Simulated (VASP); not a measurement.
The system is ZrB.

```
CELL_PARAMETERS angstrom
0.00000 2.71185 2.71185
2.71185 0.00000 2.71185
2.71185 2.71185 0.00000
ATOMIC_POSITIONS crystal
Zr 0.75000 0.75000 0.75000
B 0.00000 0.00000 0.00000
```

```yaml
Program: VASP 6.6.1
Task: relaxation of cell and atoms
Functional: PBE
Potentials_or_basis: VASP PAW PBE potentials, release 64 (Zr_sv, B)
Cutoff: 600 eV
k_mesh: 6 × 6 × 6
Occupations: gaussian, width 0.1 eV
Spin: no spin polarisation
```

At the start: pressure -6.2 GPa; volume 19.94 Å³/atom.

**Question.** How do energy, volume and symmetry change on relaxing?

**Answer.** Over 3 steps the energy falls by 28.5 meV/atom and the volume is 18.55 Å³/atom (-7.0 %); space group F-43m (No. 216, to 0.1 Å) before and after.

The path:
| step | energy change (eV) | largest force (eV/Å) | pressure (GPa) | volume (Å³) |
| --- | --- | --- | --- | --- |
| 1 | 0.0000 | 0.0000 | -6.21 | 39.89 |
| 2 | -0.0369 | 0.0000 | 4.41 | 35.59 |
| 3 | -0.0571 | 0.0000 | -0.01 | 37.11 |

Final structure:
```yaml
crystal:
  lattice:
    - [0.00000, 2.64737, 2.64737]
    - [2.64737, 0.00000, 2.64737]
    - [2.64737, 2.64737, 0.00000]
  atoms:
    - { symbol: Zr, position: [0.75000, 0.75000, 0.75000] }
    - { symbol: B, position: [0.00000, 0.00000, 0.00000] }
```
